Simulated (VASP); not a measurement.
# V (P6_3/mmc) in VASP: single point with PBE

Aim: the single point of V with PBE.

Program: VASP 6.6.1. These are calculated values, not measurements. Logs are shortened: lines on timing, memory, paths and dates and some standing lists are left out, and cuts for length are marked.

**1. The cell of the first run**

Symmetry: P6_3/mmc, No. 194, hexagonal system. The conventional cell has a = 2.604 Å, b = 2.604 Å, c = 4.715 Å, α = 90.00°, β = 90.00°, γ = 120.00°. Within 3.4 Å of V (site symmetry -6m2) lie 12 V at 2.60 to 2.80 Å.

**2. Single point, PBE, collinear spin, ferromagnetic start**

File INCAR:

```
SYSTEM = V
  PREC = Accurate
  ENCUT = 520
  EDIFF = 1E-7
  ISMEAR = -1
  SIGMA = 0.05
  LREAL = .False.
  LASPH = .True.
  NELM = 150
  ALGO = Normal
  ISIF = 2
  LWAVE = .False.
  LCHARG = .True.
  ISPIN = 2
  MAGMOM = 1.5 1.5
  LORBIT = 11
  LMAXMIX = 4
  GGA = PE
  LELF = .True.
  LVHAR = .True.
  NBANDS = 24
```

File KPOINTS:

```
Automatic mesh
0
Gamma
  9 9 5
  0 0 0
```

File POSCAR:

```
V
1.0
    2.6036825212      0.0000000000      0.0000000000
   -1.3018412606      2.2548552068      0.0000000000
    0.0000000000      0.0000000000      4.7151511235
V
2
Direct
    0.3333333333      0.6666666667      0.2500000000
    0.6666666667      0.3333333333      0.7500000000
```

Potentials or basis: VASP PAW PBE potentials, release 64 (V_sv).

Started as:

```bash
$ cat potpaw_PBE.64/V_sv/POTCAR > POTCAR
$ mpirun -np 1 vasp_std > vasp.out
```

OUTCAR:

```text
SYSTEM = V
   PREC = Accurate
   ENCUT = 520
   EDIFF = 1E-7
   ISMEAR = -1
   LREAL = .False.
   LASPH = .True.
   NELM = 150
   ISIF = 2
   ISPIN = 2
   LORBIT = 11
   GGA = PE

 ion  position               nearest neighbor table
   1  0.333  0.667  0.250-   2 2.80   2 2.80   2 2.80   2 2.80   2 2.80   2 2.80
   2  0.667  0.333  0.750-   1 2.80   1 2.80   1 2.80   1 2.80   1 2.80   1 2.80

  LATTYP: Found a hexagonal cell.
 ALAT       =     2.6036825212
 C/A-ratio  =     1.8109547094

  Lattice vectors:

 A1 = (   2.6036825212,   0.0000000000,   0.0000000000)
 A2 = (  -1.3018412606,   2.2548552068,   0.0000000000)
 A3 = (   0.0000000000,   0.0000000000,   4.7151511235)

Analysis of symmetry for initial positions (statically):
=====================================================================
 Subroutine PRICEL returns:
 Original cell was already a primitive cell.

 Routine SETGRP: Setting up the symmetry group for a
 hexagonal supercell.

 Subroutine GETGRP returns: Found 24 space group operations
 (whereof 12 operations were pure point group operations)
 out of a pool of 24 trial point group operations.

The static configuration has the point symmetry D_3d.
 The point group associated with its full space group is D_6h.

Analysis of symmetry for dynamics (positions and initial velocities):
=====================================================================
 Subroutine PRICEL returns:
 Original cell was already a primitive cell.

 Routine SETGRP: Setting up the symmetry group for a
 hexagonal supercell.

 Subroutine GETGRP returns: Found 24 space group operations
 (whereof 12 operations were pure point group operations)
 out of a pool of 24 trial point group operations.

The dynamic configuration has the point symmetry D_3d.
 The point group associated with its full space group is D_6h.

Analysis of structural, dynamic, and magnetic symmetry:
=====================================================================
 Subroutine PRICEL returns:
 Original cell was already a primitive cell.

 Routine SETGRP: Setting up the symmetry group for a
 hexagonal supercell.

 Subroutine GETGRP returns: Found 24 space group operations
 (whereof 12 operations were pure point group operations)
 out of a pool of 24 trial point group operations.

The overall configuration has the point symmetry D_3d.
 The point group associated with its full space group is D_6h.

 Subroutine INISYM returns: Found 24 space group operations
[... 119 lines left out ...]
  Fermi-wavevector in a.u.,A,eV,Ry     =   1.603240  3.029684 34.972118  2.570378
  Thomas-Fermi vector in A             =   2.699934
   LORBIT       =     11    0 simple, 1 ext, 2 COOP (PROOUT), +10 PAW based schemes
   GGA     = PE    functional components
   LHFCALC =     F    Hartree Fock is set to
   AEXX    =    0.0000 exact exchange contribution
   IVDW    =     0    specifies the selected vdW correction
   LEPSILON=     F    determine dielectric tensor
   LRPA    =     F    only Hartree local field effects (RPA)
 spin polarized calculation
  energy-cutoff  :      520.00
  volume of cell :       27.68
 maximum number of plane-waves:       771
 NGX is ok and might be reduce to    20
   NGX =  9   NGY =  9   NGZ = 17

 number of electron      26.0000015 magnetization       0.0000123

 number of electron      26.0000015 magnetization      -0.0000017

 Free energy of the ion-electron system (eV)
  ---------------------------------------------------
  ext. energy  EPLUGINS =         0.00000000
  ---------------------------------------------------
  free energy    TOTEN  =       -17.49607460 eV

  energy without entropy =      -17.46616785  energy(sigma->0) =      -17.48112123

 E-fermi :   9.7219     XC(G=0): -12.7405

 val. band max:        9.7119976299   @ k =   0.2222  -0.0000   0.4000
 cond. band min:       9.7422293640   @ k =   0.4444   0.1111   0.2000
 fundamental gap:      0.0302317341
 Fermi energy:         9.7219238266

 spin component 1

 k-point     1 :       0.0000    0.0000    0.0000
  band No.  band energies     occupation
      1     -54.3064      1.00000
      2     -54.1980      1.00000
      3     -28.4060      1.00000
      4     -27.7670      1.00000
      5     -27.6367      1.00000
      6     -27.6367      1.00000
[... 637 lines left out ...]
     23      21.9608      0.00000
     24      21.9608      0.00000

 [... further k-points ...]

 spin component 2

 k-point     1 :       0.0000    0.0000    0.0000
  band No.  band energies     occupation
      1     -54.3064      1.00000
      2     -54.1980      1.00000
      3     -28.4060      1.00000
      4     -27.7670      1.00000
      5     -27.6367      1.00000
      6     -27.6367      1.00000
[... 637 lines left out ...]
     23      21.9608      0.00000
     24      21.9608      0.00000

 [... further k-points ...]

------------------------ aborting loop because EDIFF is reached ----------------------------------------

  FORCE on cell =-STRESS in cart. coord.  units (eV):
  Direction    XX          YY          ZZ          XY          YZ          ZX
  --------------------------------------------------------------------------------------
  -------------------------------------------------------------------------------------
  Total        0.0414894      0.0414894      0.0388288      0.0000000     -0.0000000      0.0000000
  in kB        2.4012937      2.4012937      2.2473039      0.0000000     -0.0000000      0.0000000
  external PRESSURE =       2.3499638 kB  Pullay stress =       0.0000000 kB

 VOLUME and BASIS-vectors are now :
 -----------------------------------------------------------------------------
  energy-cutoff  :      520.00
  volume of cell :       27.68
      direct lattice vectors                 reciprocal lattice vectors
     2.603682521  0.000000000  0.000000000     0.384071403  0.221743728  0.000000000
    -1.301841261  2.254855207  0.000000000     0.000000000  0.443487456  0.000000000
     0.000000000  0.000000000  4.715151124     0.000000000  0.000000000  0.212082280

 POSITION                                       TOTAL-FORCE (eV/Angst)
 -----------------------------------------------------------------------------------
     -0.00000      1.50324      1.17879         0.000000     -0.000000      0.000000
      1.30184      0.75162      3.53636        -0.000000      0.000000      0.000000
 -----------------------------------------------------------------------------------
    total drift:                               -0.000000      0.000000     -0.000000

  FREE ENERGIE OF THE ION-ELECTRON SYSTEM (eV)
  ---------------------------------------------------
  free  energy   TOTEN  =       -17.4960746013 eV

  energy  without entropy=      -17.4661678496  energy(sigma->0) =      -17.48112123

 total charge

# of ion       s       p       d       tot
------------------------------------------
    1        2.343   6.211   3.075  11.629
    2        2.343   6.211   3.075  11.629
--------------------------------------------------
tot          4.686  12.422   6.150  23.259

 magnetization (x)

# of ion       s       p       d       tot
------------------------------------------
    1       -0.000   0.000  -0.000  -0.000
    2       -0.000   0.000  -0.000  -0.000
--------------------------------------------------
tot         -0.000   0.000  -0.000  -0.000
```

OSZICAR:

```text
N       E                     dE             d eps       ncg     rms          rms(c)
DAV:   1     0.315604840055E+03    0.31560E+03   -0.15429E+04  3456   0.125E+03
DAV:   2    -0.109603034739E+02   -0.32657E+03   -0.31691E+03  3504   0.417E+02
DAV:   3    -0.194668099755E+02   -0.85065E+01   -0.84786E+01  4056   0.803E+01
DAV:   4    -0.195227922454E+02   -0.55982E-01   -0.55980E-01  3792   0.694E+00
DAV:   5    -0.195235799703E+02   -0.78772E-03   -0.78772E-03  4088   0.756E-01    0.253E+01
DAV:   6    -0.173600842053E+02    0.21635E+01   -0.61495E+00  3784   0.272E+01    0.349E+00
DAV:   7    -0.174740605019E+02   -0.11398E+00   -0.25079E-01  3864   0.447E+00    0.321E+00
DAV:   8    -0.174881931734E+02   -0.14133E-01   -0.96507E-03  3736   0.925E-01    0.129E+00
DAV:   9    -0.174933888741E+02   -0.51957E-02   -0.59786E-03  3872   0.652E-01    0.418E-01
DAV:  10    -0.174956410071E+02   -0.22521E-02   -0.33929E-03  3792   0.423E-01    0.132E-01
DAV:  11    -0.174959001370E+02   -0.25913E-03   -0.28459E-04  3952   0.123E-01    0.719E-02
DAV:  12    -0.174960242507E+02   -0.12411E-03   -0.78239E-05  3984   0.495E-02    0.415E-02
DAV:  13    -0.174960650363E+02   -0.40786E-04   -0.24459E-05  4000   0.261E-02    0.177E-02
DAV:  14    -0.174960725173E+02   -0.74810E-05   -0.84060E-06  3760   0.148E-02    0.571E-03
DAV:  15    -0.174960737245E+02   -0.12073E-05   -0.98756E-07  3384   0.551E-03    0.205E-03
DAV:  16    -0.174960742896E+02   -0.56504E-06   -0.14815E-07  2840   0.284E-03    0.758E-04
DAV:  17    -0.174960745680E+02   -0.27844E-06   -0.21143E-08  1792   0.140E-03    0.200E-04
DAV:  18    -0.174960746013E+02   -0.33278E-07   -0.28915E-09  1768   0.630E-04
   1 F= -.17496075E+02 E0= -.17481121E+02  d E =-.299068E-01  mag=     0.0000
```

Wall time 33 s (1 thread of AMD EPYC 9R14 (Zen 4), shared host); peak memory 0.13 GiB.

What came out:

* Free energy: -17.4961 eV
* Pressure: 0.2 GPa
* Band gap on the k mesh: zero (filled and empty bands overlap)
* Net moment: 0.00 μB per cell
* Valence electrons inside the program's atomic spheres: V 11.63
